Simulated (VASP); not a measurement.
# Fe: single point with PBE

Fe:

```xyz
2
Lattice="2.8300 0.0000 0.0000 0.0000 2.8300 0.0000 0.0000 0.0000 2.8300" Properties=species:S:1:pos:R:3 pbc="T T T"
Fe    0.0000    0.0000    0.0000
Fe    1.4150    1.4150    1.4150
```

* Program: VASP 6.6.1
* Task: single point
* Functional: PBE
* Potentials or basis: VASP PAW PBE potentials, release 64 (Fe)
* Cutoff: 600 eV
* k mesh: 6 × 6 × 6
* Occupations: fermi-dirac, width 0.05 eV
* Spin: collinear spin, ferromagnetic start
* Starting moments: [2.2, 2.2] μB

```json
{"Pressure": "-1.5 GPa", "Net moment": "4.20 μB per cell", "Site moments": "Fe +2.10 μB", "Valence electrons inside the program's atomic spheres": "Fe 7.28"}
```

Levels at points of the mesh, in eV from the Fermi level:
Spin up:
```
           k point  band 7  band 8  band 9  band 10  band 11  band 12  band 13  band 14
(0.00, 0.00, 0.00)   -1.10   -1.10    0.12     0.12     0.12     9.93     9.93     9.93
(0.50, 0.00, 0.00)   -1.86   -1.86   -1.12    -1.12     0.21     0.21    17.11    17.11
(0.50, 0.50, 0.00)   -0.91   -0.91    0.39     0.39     0.49     0.49     7.37     7.37
(0.50, 0.50, 0.50)   -0.88   -0.88   -0.88    -0.88     8.64     8.64     8.64     8.64
```
Spin down:
| k point | band 3 | band 4 | band 5 | band 6 | band 7 | band 8 | band 9 | band 10 |
| --- | --- | --- | --- | --- | --- | --- | --- | --- |
| (0.00, 0.00, 0.00) | -3.11 | -0.48 | -0.48 | -0.48 | 1.58 | 1.59 | 2.22 | 2.22 |
| (0.50, 0.00, 0.00) | -0.85 | -0.85 | -0.10 | -0.10 | -0.10 | -0.10 | 0.83 | 0.83 |
| (0.50, 0.50, 0.00) | -1.77 | -1.77 | 0.56 | 0.56 | 1.44 | 1.44 | 1.84 | 1.84 |
| (0.50, 0.50, 0.50) | -1.93 | -1.93 | -1.93 | -1.93 | 1.89 | 1.89 | 1.89 | 1.89 |

It took 32 s on 1 thread of Intel Xeon 8259CL, with other jobs on the host, peak memory 0.15 GiB.

Caveat: the k points lie up to 0.37 Å⁻¹ apart.
